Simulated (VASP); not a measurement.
# Ca (Pm-3n) in VASP: notebook, part 2 of 2

VASP 6.6.1.

## (3) Single point, BLYP

Contents of INCAR:

```
  PREC = Accurate
  ENCUT = 520
  EDIFF = 1E-6
  ISMEAR = -1
  SIGMA = 0.1
  LREAL = F
  LASPH = T
  NELM = 80
  ALGO = Normal
  ISIF = 2
  LWAVE = F
  LCHARG = T
  GGA = B5
  ALDAX = 1.0
  AGGAX = 1.0
  AGGAC = 1.0
  ALDAC = 0.0
  LELF = T
  LVHAR = T
  NBANDS = 50
```

Contents of KPOINTS:

```
regular mesh
0
Gamma
  5 5 5
```

Contents of POSCAR:

```
Ca
1.0
    7.0096312503      0.0000000000      0.0000000000
    0.0000000000      7.0096312503      0.0000000000
    0.0000000000      0.0000000000      7.0096312503
Ca
8
Direct
    1.0000000000      0.0000000000      1.0000000000
    0.5000000000      0.5000000000      0.5000000000
    0.2500000000      0.0000000000      0.5000000000
    0.7500000000      0.0000000000      0.5000000000
    0.5000000000      0.2500000000      1.0000000000
    0.5000000000      0.7500000000      1.0000000000
    1.0000000000      0.5000000000      0.2500000000
    1.0000000000      0.5000000000      0.7500000000
```

Potentials or basis: VASP PAW PBE potentials, release 64 (Ca_sv).

Launch:

```sh
cat potpaw_PBE.64/Ca_sv/POTCAR > POTCAR
mpirun -np 1 vasp_std > vasp.out
```

OUTCAR:

```text
PREC = Accurate
   ENCUT = 520
   EDIFF = 1E-6
   ISMEAR = -1
   LREAL = F
   LASPH = T
   NELM = 80
   ISIF = 2
   GGA = B5

 ion  position               nearest neighbor table
   1  0.000  0.000  0.000-
   2  0.500  0.500  0.500-
   3  0.250  0.000  0.500-
   4  0.750  0.000  0.500-
   5  0.500  0.250  0.000-
   6  0.500  0.750  0.000-
   7  0.000  0.500  0.250-
   8  0.000  0.500  0.750-

  LATTYP: Found a simple cubic cell.
 ALAT       =     7.0096312503

  Lattice vectors:

 A1 = (   7.0096312503,   0.0000000000,   0.0000000000)
 A2 = (   0.0000000000,   7.0096312503,   0.0000000000)
 A3 = (   0.0000000000,   0.0000000000,   7.0096312503)

Analysis of symmetry for initial positions (statically):
=====================================================================
 Subroutine PRICEL returns:
 Original cell was already a primitive cell.

 Routine SETGRP: Setting up the symmetry group for a
 simple cubic supercell.

 Subroutine GETGRP returns: Found 48 space group operations
 (whereof 24 operations were pure point group operations)
 out of a pool of 48 trial point group operations.

The static configuration has the point symmetry T_h .
 The point group associated with its full space group is O_h .

Analysis of symmetry for dynamics (positions and initial velocities):
=====================================================================
 Subroutine PRICEL returns:
 Original cell was already a primitive cell.

 Routine SETGRP: Setting up the symmetry group for a
 simple cubic supercell.

 Subroutine GETGRP returns: Found 48 space group operations
 (whereof 24 operations were pure point group operations)
 out of a pool of 48 trial point group operations.

The dynamic configuration has the point symmetry T_h .
 The point group associated with its full space group is O_h .

 Subroutine INISYM returns: Found 48 space group operations
 (whereof 24 operations are pure point group operations),
 and found     1 'primitive' translations

----------------------------------------------------------------------------------------

                                     Primitive cell

  volume of cell :     344.4177

  direct lattice vectors                    reciprocal lattice vectors
     7.009631250  0.000000000  0.000000000     0.142660857  0.000000000  0.000000000
     0.000000000  7.009631250  0.000000000     0.000000000  0.142660857  0.000000000
     0.000000000  0.000000000  7.009631250     0.000000000  0.000000000  0.142660857

  length of vectors
     7.009631250  7.009631250  7.009631250     0.142660857  0.142660857  0.142660857

  position of ions in fractional coordinates (direct lattice)
     0.000000000  0.000000000  0.000000000
     0.500000000  0.500000000  0.500000000
     0.250000000  0.000000000  0.500000000
     0.750000000  0.000000000  0.500000000
     0.500000000  0.250000000  0.000000000
     0.500000000  0.750000000  0.000000000
     0.000000000  0.500000000  0.250000000
[... 37 lines left out ...]
 Found     10 irreducible k-points:

 Following reciprocal coordinates:
            Coordinates               Weight
  0.000000  0.000000  0.000000      1.000000
  0.200000  0.000000  0.000000      6.000000
  0.400000  0.000000  0.000000      6.000000
  0.200000  0.200000  0.000000     12.000000
  0.400000  0.200000  0.000000     24.000000
  0.400000  0.400000  0.000000     12.000000
  0.200000  0.200000  0.200000      8.000000
  0.400000  0.200000  0.200000     24.000000
  0.400000  0.400000  0.200000     24.000000
  0.400000  0.400000  0.400000      8.000000
   k-points           NKPTS =     10   k-points in BZ     NKDIM =     10   number of bands    NBANDS=     50
   number of dos      NEDOS =    301   number of ions     NIONS =      8
   total plane-waves  NPLWV = 157464
   dimension x,y,z NGX =    54 NGY =   54 NGZ =   54
   dimension x,y,z NGXF=   108 NGYF=  108 NGZF=  108
   ions per type =               8
   NGX,Y,Z   is equivalent  to a cutoff of  12.81, 12.81, 12.81 a.u.
   NGXF,Y,Z  is equivalent  to a cutoff of  25.61, 25.61, 25.61 a.u.
 SYSTEM =  unknown system
   PREC   = accura    normal or accurate (medium, high low for compatibility)
   ISTART =      0    job   : 0-new  1-cont  2-samecut
   ICHARG =      2    charge: 1-file 2-atom 10-const
   ISPIN  =      1    spin polarized calculation?
   LNONCOLLINEAR =      F non collinear calculations
   LSORBIT =      F    spin-orbit coupling
   LASPH  =      T    aspherical Exc in radial PAW
   ENCUT  =  520.0 eV  38.22 Ry    6.18 a.u.  13.03 13.03 13.03*2*pi/ulx,y,z
   NELM   =     80;   NELMIN=  2; NELMDL= -5     # of ELM steps
   EDIFF  = 0.1E-05   stopping-criterion for ELM
   LREAL  =      F    real-space projection
   EDIFFG = 0.1E-04   stopping-criterion for IOM
   NSW    =      0    number of steps for IOM
   IBRION =     -1    ionic relax: 0-MD 1-quasi-New 2-CG
   NFREE  =      0    steps in history (QN), initial steepest desc. (CG)
   ISIF   =      2    stress and relaxation
   ISYM   =      2    0-nonsym 1-usesym 2-fastsym
   POTIM  = 0.5000    time-step for ionic-motion
   TEBEG  =    0.0;   TEEND  =   0.0 temperature during run
   PSTRESS=    0.0 pullay stress
   NELECT =      80.0000    total number of electrons
   NUPDOWN=      -1.0000    fix difference up-down
   EMIN   =  10.00;   EMAX   =-10.00  energy-range for DOS
   EFERMI =   0.00;   METHOD = LEGACY
   ISMEAR =    -1;   SIGMA  =   0.10  broadening in eV -4-tet -1-fermi 0-gaus
   EFERMI_NEDOS =   21; number of points for ismear=-14 and -15
   IALGO  =     38    algorithm
   IMIX   =      4    mixing-type and parameters
     AMIX     =   0.40;   BMIX     =  1.00
     AMIX_MAG =   1.60;   BMIX_MAG =  1.00
  volume/ion in A,a.u.               =      43.05       290.53
  Fermi-wavevector in a.u.,A,eV,Ry     =   1.006336  1.901699 13.778784  1.012712
  Thomas-Fermi vector in A             =   2.139072
   LORBIT       =      0    0 simple, 1 ext, 2 COOP (PROOUT), +10 PAW based schemes
   GGA     = B5    functional components
   LHFCALC =     F    Hartree Fock is set to
   AEXX    =    0.0000 exact exchange contribution
   IVDW    =     0    specifies the selected vdW correction
   LEPSILON=     F    determine dielectric tensor
   LRPA    =     F    only Hartree local field effects (RPA)
 non-spin polarized calculation
  energy-cutoff  :      520.00
  volume of cell :      344.42
 maximum number of plane-waves:      9306
 NGX is ok and might be reduce to    54
   NGX = 27   NGY = 27   NGZ = 27

 number of electron      80.0000039 magnetization

 Free energy of the ion-electron system (eV)
  ---------------------------------------------------
  ext. energy  EPLUGINS =         0.00000000
  ---------------------------------------------------
  free energy    TOTEN  =        -9.80836997 eV

  energy without entropy =       -9.51464354  energy(sigma->0) =       -9.66150676

 E-fermi :   2.3372     XC(G=0):  -7.2362

 val. band max:        2.2999312854   @ k =   0.2000   0.2000   0.2000
 cond. band min:       2.3402564578   @ k =   0.2000   0.2000   0.0000
 fundamental gap:      0.0403251724
 Fermi energy:         2.3371854365

 k-point     1 :       0.0000    0.0000    0.0000
  band No.  band energies     occupation
      1     -39.7460      2.00000
      2     -39.7383      2.00000
      3     -39.7383      2.00000
      4     -39.7317      2.00000
      5     -39.7276      2.00000
      6     -39.7207      2.00000
[... 519 lines left out ...]
     49       3.5254      0.00001
     50       3.5314      0.00001

------------------------ aborting loop because EDIFF is reached ----------------------------------------

  FORCE on cell =-STRESS in cart. coord.  units (eV):
  Direction    XX          YY          ZZ          XY          YZ          ZX
  --------------------------------------------------------------------------------------
  -------------------------------------------------------------------------------------
  Total        0.0341797      0.0341797      0.0341797      0.0000000      0.0000000     -0.0000000
  in kB        0.1589986      0.1589986      0.1589986      0.0000000      0.0000000     -0.0000000
  external PRESSURE =       0.1589986 kB  Pullay stress =       0.0000000 kB

 VOLUME and BASIS-vectors are now :
 -----------------------------------------------------------------------------
  energy-cutoff  :      520.00
  volume of cell :      344.42
      direct lattice vectors                 reciprocal lattice vectors
     7.009631250  0.000000000  0.000000000     0.142660857  0.000000000  0.000000000
     0.000000000  7.009631250  0.000000000     0.000000000  0.142660857  0.000000000
     0.000000000  0.000000000  7.009631250     0.000000000  0.000000000  0.142660857

 POSITION                                       TOTAL-FORCE (eV/Angst)
 -----------------------------------------------------------------------------------
      0.00000      0.00000      0.00000        -0.000000      0.000000     -0.000000
      3.50482      3.50482      3.50482        -0.000000      0.000000     -0.000000
      1.75241      0.00000      3.50482        -0.000000     -0.000000      0.000000
      5.25722      0.00000      3.50482         0.000000      0.000000      0.000000
      3.50482      1.75241      0.00000        -0.000000      0.000000      0.000000
      3.50482      5.25722      0.00000         0.000000     -0.000000      0.000000
      0.00000      3.50482      1.75241        -0.000000     -0.000000     -0.000000
      0.00000      3.50482      5.25722        -0.000000     -0.000000      0.000000
 -----------------------------------------------------------------------------------
    total drift:                                0.000000      0.000000      0.000000

  FREE ENERGIE OF THE ION-ELECTRON SYSTEM (eV)
  ---------------------------------------------------
  free  energy   TOTEN  =        -9.8083699726 eV

  energy  without entropy=       -9.5146435389  energy(sigma->0) =       -9.66150676
```

Wall time 4.3 min (1 thread of AMD EPYC 7R43 (Zen 3), shared host); peak memory 0.38 GiB.

What came out:

```yaml
Free_energy: -9.8084 eV
Pressure: 0.0 GPa
Band_gap_on_the_k_mesh: zero (band 40 reaches 2.70 eV, above the bottom of band 41 at 2.18 eV)
```

Caveat: the PAW data sets were made with another functional, which shifts forces and pressure a little.
